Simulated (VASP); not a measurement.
# Rh in VASP: a series of runs, part 2 of 2

VASP 6.6.1.

### Step 4. Single point, PBE

INCAR reads:

```
PREC = Accurate ; ENCUT = 520
EDIFF = 1E-6 ; ISMEAR = 0
SIGMA = 0.1 ; LREAL = F
LASPH = T ; NELM = 100
ALGO = Fast ; ISIF = 2
LWAVE = F ; LCHARG = F
GGA = PE ; NBANDS = 46
```

KPOINTS reads:

```
Automatic mesh
0
Gamma
  10 10 6
```

POSCAR reads:

```
Rh
1.0
    3.6348858740      0.0000000000      0.0000000000
    0.0000000000      3.6348858740      0.0000000000
    0.0000000000      0.0000000000      6.2287653101
Rh
5
Direct
    0.5000000000      0.0000000000      0.3028234757
    0.0000000000      0.5000000000      0.6971765243
    0.0000000000      0.5000000000      0.3028234757
    0.5000000000      0.0000000000      0.6971765243
    0.0000000000      0.0000000000      0.0000000000
```

Potentials or basis: VASP PAW PBE potentials, release 64 (Rh_pv).

The run is started by

```
$ cat potpaw_PBE.64/Rh_pv/POTCAR > POTCAR
$ mpirun -np 1 vasp_std > vasp.out
```

OUTCAR:

```text
PREC = Accurate
   ENCUT = 520
   EDIFF = 1E-6
   ISMEAR = 0
   LREAL = F
   LASPH = T
   NELM = 100
   ISIF = 2
   GGA = PE

 ion  position               nearest neighbor table
   1  0.500  0.000  0.303-   4 2.46   3 2.57   3 2.57   3 2.57   3 2.57   5 2.62   5 2.62
   2  0.000  0.500  0.697-   3 2.46   4 2.57   4 2.57   4 2.57   4 2.57   5 2.62   5 2.62
   3  0.000  0.500  0.303-   2 2.46   1 2.57   1 2.57   1 2.57   1 2.57   5 2.62   5 2.62
   4  0.500  0.000  0.697-   1 2.46   2 2.57   2 2.57   2 2.57   2 2.57   5 2.62   5 2.62
[... 1383 lines left out ...]
  --------------------------------------------------------------------------------------
  -------------------------------------------------------------------------------------
  Total        0.0348793      0.0348793      0.0988845      0.0000000      0.0000000     -0.0000000
  in kB        0.6790382      0.6790382      1.9251085      0.0000000      0.0000000     -0.0000000
  external PRESSURE =       1.0943950 kB  Pullay stress =       0.0000000 kB

 VOLUME and BASIS-vectors are now :
 -----------------------------------------------------------------------------
  energy-cutoff  :      520.00
  volume of cell :       82.30
      direct lattice vectors                 reciprocal lattice vectors
     3.634885874  0.000000000  0.000000000     0.275111801  0.000000000  0.000000000
     0.000000000  3.634885874  0.000000000     0.000000000  0.275111801  0.000000000
     0.000000000  0.000000000  6.228765310     0.000000000  0.000000000  0.160545461

 POSITION                                       TOTAL-FORCE (eV/Angst)
 -----------------------------------------------------------------------------------
      1.81744      0.00000      1.88622         0.000000     -0.000000     -0.016294
      0.00000      1.81744      4.34255         0.000000      0.000000      0.016294
      0.00000      1.81744      1.88622         0.000000     -0.000000     -0.016294
      1.81744      0.00000      4.34255        -0.000000     -0.000000      0.016294
      0.00000      0.00000      0.00000         0.000000     -0.000000      0.000000
 -----------------------------------------------------------------------------------
    total drift:                                0.000000      0.000000      0.000000

  FREE ENERGIE OF THE ION-ELECTRON SYSTEM (eV)
  ---------------------------------------------------
  free  energy   TOTEN  =       -33.2642721458 eV

  energy  without entropy=      -33.2293245563  energy(sigma->0) =      -33.24679835
```

OSZICAR:

```text
N       E                     dE             d eps       ncg     rms          rms(c)
DAV:   1     0.979958348256E+03    0.97996E+03   -0.45975E+04  8024   0.182E+03
DAV:   2    -0.296525943788E+00   -0.98025E+03   -0.95535E+03  8216   0.579E+02
DAV:   3    -0.344399872766E+02   -0.34143E+02   -0.32409E+02  8462   0.114E+02
DAV:   4    -0.349410280315E+02   -0.50104E+00   -0.50016E+00  8196   0.134E+01
DAV:   5    -0.349490726909E+02   -0.80447E-02   -0.80440E-02  8808   0.173E+00    0.179E+01
RMM:   6    -0.334213439843E+02    0.15277E+01   -0.60284E+00  7743   0.145E+01    0.791E+00
RMM:   7    -0.346411279818E+02   -0.12198E+01   -0.30987E+00  7779   0.764E+00    0.102E+01
RMM:   8    -0.333104969075E+02    0.13306E+01   -0.10528E+00  7757   0.539E+00    0.294E+00
RMM:   9    -0.333034254589E+02    0.70714E-02   -0.29375E-01  7837   0.199E+00    0.219E+00
RMM:  10    -0.332664389621E+02    0.36986E-01   -0.53543E-02  7845   0.122E+00    0.428E-01
RMM:  11    -0.332647783651E+02    0.16606E-02   -0.23534E-03  8405   0.261E-01    0.217E-01
RMM:  12    -0.332643016136E+02    0.47675E-03   -0.58396E-04  8133   0.120E-01    0.602E-02
RMM:  13    -0.332642696033E+02    0.32010E-04   -0.15526E-04  8483   0.621E-02    0.984E-03
RMM:  14    -0.332642729791E+02   -0.33759E-05   -0.29081E-05  8750   0.324E-02    0.855E-03
RMM:  15    -0.332642721458E+02    0.83338E-06   -0.77911E-06  7510   0.175E-02
   1 F= -.33264272E+02 E0= -.33246798E+02  d E =-.349476E-01
```

stdout:

```text
POSCAR found type information on POSCAR Rh
 POSCAR found :  1 types and       5 ions
 scaLAPACK will be used
 LDA part: xc-table for (Slater+PW92), standard interpolation
 POSCAR, INCAR and KPOINTS ok, starting setup
 FFT: planning ... GRIDC
 FFT: planning ... GRID_SOFT
 FFT: planning ... GRID
 WAVECAR not read
 entering main loop
```

It took 3.1 min on 1 thread of Intel Xeon Platinum 8488C (Sapphire Rapids), shared host; peak memory 0.33 GiB.

What came out:

```
Free energy            : -33.2643 eV
Pressure               : 0.1 GPa
Largest force          : 0.016 eV/Å
Band gap on the k mesh : zero (an odd number of electrons rules out a gap without spin polarisation)
```

Forces on the atoms (eV/Å):
```
Rh   0.000  0.000 -0.016
Rh   0.000  0.000  0.016
Rh   0.000  0.000 -0.016
Rh   0.000  0.000  0.016
Rh   0.000  0.000  0.000
```

Levels at points of the mesh, in eV from the Fermi level:
```csv
k point,band 34,band 35,band 36,band 37,band 38,band 39,band 40,band 41,band 42,band 43
"(0.00, 0.00, 0.00)",-0.37,-0.35,0.59,0.65,0.75,0.89,1.12,1.12,1.98,2.07
"(0.50, 0.00, 0.00)",-1.02,-0.89,-0.78,-0.76,-0.75,-0.54,-0.47,-0.41,1.23,3.04
"(0.50, 0.50, 0.00)",-0.83,-0.79,0.12,0.35,0.44,0.88,1.65,1.65,2.05,3.58
"(0.00, 0.00, 0.50)",-0.22,-0.22,0.00,0.00,0.52,0.65,1.79,1.98,2.07,3.11
"(0.50, 0.00, 0.50)",-1.39,-1.15,-1.08,-0.48,-0.31,-0.18,0.06,0.38,0.74,1.40
"(0.50, 0.50, 0.50)",-0.81,-0.75,-0.42,-0.42,-0.35,0.39,0.73,1.17,1.52,3.33
```

### Step 5. Relaxation of cell and atoms, PBE

INCAR reads:

```
PREC = Accurate
ENCUT = 600
EDIFF = 1E-6
ISMEAR = 0
SIGMA = 0.1
LREAL = F
LASPH = T
NELM = 100
ALGO = Fast
ISIF = 3
LWAVE = F
LCHARG = F
GGA = PE
IBRION = 2
NSW = 90
EDIFFG = -0.04
```

KPOINTS reads:

```
regular mesh
0
Gamma
  6 6 4
```

POSCAR reads:

```
Rh
1.0
    3.6458145549      0.0000000000      0.0000000000
    0.0000000000      3.6458145549      0.0000000000
    0.0000000000      0.0000000000      6.1964862647
Rh
5
Direct
    0.5000000000      0.0000000000      0.3031879683
    0.0000000000      0.5000000000      0.6968120317
    0.0000000000      0.5000000000      0.3031879683
    0.5000000000      0.0000000000      0.6968120317
    0.0000000000      0.0000000000      0.0000000000
```

The run is started by

```
$ cat potpaw_PBE.64/Rh_pv/POTCAR > POTCAR
$ mpirun -np 1 vasp_std > vasp.out
```

Wall time 3.4 min (1 thread of Intel Xeon Platinum 8488C (Sapphire Rapids), shared host); peak memory 0.26 GiB.

Results (log left out):

| Quantity | Value |
| --- | --- |
| Free energy | -33.2520 eV |
| Relaxed volume | 16.48 Å³/atom |
| Relaxed cell | a = 3.638 Å, b = 3.638 Å, c = 6.224 Å, α = 90.00°, β = 90.00°, γ = 90.00° |
| Space group after relaxing (to 0.1 Å) | P4/mmm (No. 123) |
| Energy gained by relaxing | 0.5 meV/atom |
| Ionic steps | 3 |
| Pressure after relaxing | -0.2 GPa |
| Largest force after relaxing | 0.021 eV/Å |
| Band gap on the k mesh | zero (an odd number of electrons rules out a gap without spin polarisation) |

Forces in eV/Å, atoms in the order of the input:
```
Rh   0.000  0.000  0.021
Rh   0.000  0.000 -0.021
Rh   0.000  0.000  0.021
Rh   0.000  0.000 -0.021
Rh   0.000  0.000  0.000
```

Stress tensor (GPa, compression positive):
```
-0.27  0.00  0.00
 0.00 -0.27  0.00
 0.00  0.00 -0.09
```

Step by step:
```
step  energy change (eV)  largest force (eV/Å)  pressure (GPa)  volume (Å³)
   1              0.0000                0.1056            0.04        82.36
   2             -0.0025                0.0570           -0.25        82.41
   3             -0.0027                0.0206           -0.21        82.40
```

Final structure:
```yaml
crystal:
  lattice:
    - [3.63843, 0.00000, 0.00000]
    - [0.00000, 3.63843, 0.00000]
    - [0.00000, 0.00000, 6.22438]
  atoms:
    - { symbol: Rh, position: [0.50000, 0.00000, 0.30254] }
    - { symbol: Rh, position: [0.00000, 0.50000, 0.69746] }
    - { symbol: Rh, position: [0.00000, 0.50000, 0.30254] }
    - { symbol: Rh, position: [0.50000, 0.00000, 0.69746] }
    - { symbol: Rh, position: [0.00000, 0.00000, 0.00000] }
```

Levels at points of the mesh, in eV from the Fermi level:
```tsv
k point	band 34	band 35	band 36	band 37	band 38	band 39	band 40	band 41	band 42	band 43
(0.00, 0.00, 0.00)	-0.35	-0.31	0.60	0.66	0.78	0.91	1.14	1.14	1.98	2.07
(0.50, 0.00, 0.00)	-1.00	-0.87	-0.77	-0.75	-0.74	-0.53	-0.45	-0.39	1.26	3.06
(0.50, 0.50, 0.00)	-0.80	-0.78	0.14	0.37	0.45	0.88	1.65	1.65	2.06	3.59
(0.00, 0.00, 0.50)	-0.20	-0.20	0.01	0.01	0.53	0.66	1.79	1.98	2.07	3.15
(0.50, 0.00, 0.50)	-1.37	-1.13	-1.07	-0.47	-0.30	-0.16	0.07	0.40	0.74	1.42
(0.50, 0.50, 0.50)	-0.80	-0.74	-0.40	-0.40	-0.34	0.40	0.75	1.19	1.53	3.33
```

### Step 6. The runs side by side

```tsv
task	cell	k mesh	cutoff (eV)	gap on the mesh (eV)	pressure (GPa)	largest force (eV/Å)
single point	a = 3.640, b = 3.640, c = 6.217 Å, 5 atoms, atomic positions A	6 × 6 × 4	520	none	0.1	0.02
single point	a = 3.646, b = 3.646, c = 6.196 Å, 5 atoms, atomic positions B	4 × 4 × 4	520	none	0.2	0.03
single point	a = 3.635, b = 3.635, c = 6.229 Å, 5 atoms, atomic positions A	10 × 10 × 6	520	none	0.1	0.02
relaxation of cell and atoms	relaxed from a = 3.646, b = 3.646, c = 6.196 Å, 5 atoms, atomic positions B	6 × 6 × 4	600	none	-0.2	0.02
```

Alike in all rows: level PBE; potentials or basis VASP PAW PBE potentials, release 64 (Rh_pv); no spin polarisation; smearing gaussian 0.1 eV.

Caveats: some runs use coarse meshes.

Total energies depend on the potentials used, so only differences within one code and one set of settings carry meaning.
